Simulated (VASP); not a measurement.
Write the native input for VASP 6.6.1 that does the following.

- Task: single point
- Functional: PBEsol
- Potentials or basis: VASP PAW PBE potentials, release 64 (S, Mo_sv, H)
- Cutoff: 520 eV
- k mesh: 10 × 5 × 1
- Occupations: gaussian, width 0.1 eV
- Spin: no spin polarisation
- Dipole correction: yes
- Further INCAR settings: ALGO = Normal; EDIFF = 1e-06; NBANDS = 50

The structure of Mo3HS6 lies in POSCAR:

```
Mo3HS6
1.0
    3.1204068985      0.0000000000      0.0000000000
   -1.5602034492      6.1523257957      0.0000000000
    0.0000000000      0.0000000000     25.6597815141
S Mo H
6 3 1
Direct
    0.8927216587      0.7854433174      0.3312576919
    0.1715891272      0.3431782543      0.3824398182
    0.4248770516      0.8497541032      0.4354374436
    0.7047428115      0.4094654124      0.4861970894
    0.9628665561      0.9257405526      0.5411345583
    0.1730160878      0.3460381128      0.6172031673
    0.5321553930      0.0643107859      0.3568487551
    0.0634283179      0.1268429315      0.4560351157
    0.6028601598      0.2057221030      0.5588565878
    0.6730160878      0.5127047794      0.5779428417
```

These files were run (other wordings do the same):

INCAR

```
SYSTEM = Mo3HS6
ALGO = Normal ; DIPOL = 0.5 0.5 0.474
EDIFF = 1E-6 ; ENCUT = 520
GGA = PS ; IDIPOL = 3
ISIF = 2 ; ISMEAR = 0
LASPH = .TRUE. ; LCHARG = .TRUE.
LDIPOL = .TRUE. ; LELF = .TRUE.
LREAL = .FALSE. ; LVACPOTAV = .TRUE.
LVHAR = .TRUE. ; LWAVE = .FALSE.
NBANDS = 50 ; NELM = 80
PREC = Accurate ; SIGMA = 0.1
```

KPOINTS

```
k-points
0
G
  10 5 1
  0 0 0
```

Potentials or basis: VASP PAW PBE potentials, release 64 (S, Mo_sv, H).

The run is started by

```sh
$ cat potpaw_PBE.64/S/POTCAR potpaw_PBE.64/Mo_sv/POTCAR potpaw_PBE.64/H/POTCAR > POTCAR
$ mpirun -np 1 vasp_std > vasp.out
```

It gave:

```yaml
Largest_force: 4.116 eV/Å
```

Caveat: the PAW data sets were made with another functional, which shifts forces and pressure a little.

Wall time 36 min on 1 thread of Oxide Virtual Turin-like Processor, on a shared host, peak memory 0.77 GiB.
